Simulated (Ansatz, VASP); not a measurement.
One calculation of AlN, two programs

File INCAR:

```
SYSTEM = AlN
ALGO     = Normal         ! electronic algorithm
EDIFF    = 1E-6           ! SCF threshold, eV
ENCUT    = 600            ! plane-wave cutoff, eV
GGA      = PE             ! functional
GGA_COMPAT= .FALSE.      
ISIF     = 2              ! what is computed and relaxed
ISMEAR   = 0              ! smearing method
LASPH    = .TRUE.         ! aspherical terms in the spheres
LCHARG   = .FALSE.        ! write CHGCAR
LREAL    = .FALSE.        ! projectors in reciprocal space
LWAVE    = .FALSE.        ! write WAVECAR
NBANDS   = 11             ! bands
NELM     = 120            ! most SCF steps
PREC     = Accurate       ! precision mode
SIGMA    = 0.02           ! smearing width, eV
```

File KPOINTS:

```
k-points
0
G
  10 10 10
  0 0 0
```

The input POSCAR:

```
AlN
1.0
    0.0000000000      2.2233864095      2.2233864095
    2.2233864095      0.0000000000      2.2233864095
    2.2233864095      2.2233864095      0.0000000000
Al N
1 1
Direct
    0.0000000000      0.0000000000      0.0000000000
    0.7500000000      0.7500000000      0.7500000000
```

Input for Ansatz:

```yaml
crystal:
  lattice:
    - [0.0, 2.2233864095, 2.2233864095]
    - [2.2233864095, 0.0, 2.2233864095]
    - [2.2233864095, 2.2233864095, 0.0]
  atoms:
    - { symbol: Al, position: [0.0, 0.0, 0.0] }
    - { symbol: "N", position: [0.75, 0.75, 0.75] }
basis:
  ecutwfc: 420
kpoints:
  mp_grid: { grid: [10, 10, 10] }
hamiltonian:
  xc: pbe
scf:
  occupations: { method: gaussian, width: 0.02 }
output:
  forces: true
  stress: true
  eigenvalues: true
```

Alike in both runs: task single point; functional PBE; k mesh 10 × 10 × 10; occupations gaussian, width 0.02 eV; no spin polarisation.

```csv
,VASP,Ansatz
version,VASP 6.6.1,Ansatz 0.2.0
potentials or method,"VASP PAW PBE potentials, release 64 (Al, N), cutoff 600 eV","scalar-relativistic, plane waves, PAW"
valence electrons in the cell,8,8
```

|  | VASP | Ansatz | Ansatz less VASP |
| --- | --- | --- | --- |
| gap on the k mesh at the Fermi level (eV) | 3.29 | 3.29 | +0.006 |
| least direct gap on the mesh (eV) | 3.73 | 3.72 | -0.008 |
| pressure (GPa) | -5.8 | -5.4 | +0.41 |
